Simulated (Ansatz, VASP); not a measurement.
**One calculation of AlNi3, two programs**

```
CELL_PARAMETERS angstrom
-0.32511 2.60554 2.60554
2.60554 -0.32511 2.60554
2.60554 2.60554 -0.32511
ATOMIC_POSITIONS crystal
Al 0.50000 0.50000 0.50000
Ni 0.25000 0.25000 0.25000
Ni 0.00000 0.00000 0.00000
Ni 0.75000 0.75000 0.75000
```

Alike in both runs: task single point; functional PBE; k mesh 14 × 14 × 14; occupations gaussian, width 0.15 eV; no spin polarisation.

|  | VASP | Ansatz |
| --- | --- | --- |
| version | VASP 6.6.1 | Ansatz 0.2.0 |
| potentials or method | VASP PAW PBE potentials, release 64 (Al, Ni), cutoff 520 eV | scalar-relativistic, plane waves, PAW |
| valence electrons in the cell | 33 | 57 |

```tsv
	VASP	Ansatz	Ansatz less VASP
gap on the k mesh at the Fermi level (eV)	none	none	-
rms of the force components (eV/Å)	0.187	0.209	+0.0212
```

Atom by atom the forces differ by 0.021 eV/Å (rms over components). A gap of «none» marks a metal or a gap that the smearing closes. The functional is the same, so the differences come from potentials, cutoffs and numerics. VASP's potentials hold 33 valence electrons a cell and Ansatz's 57, so a difference there can come from the potentials and not from the codes.
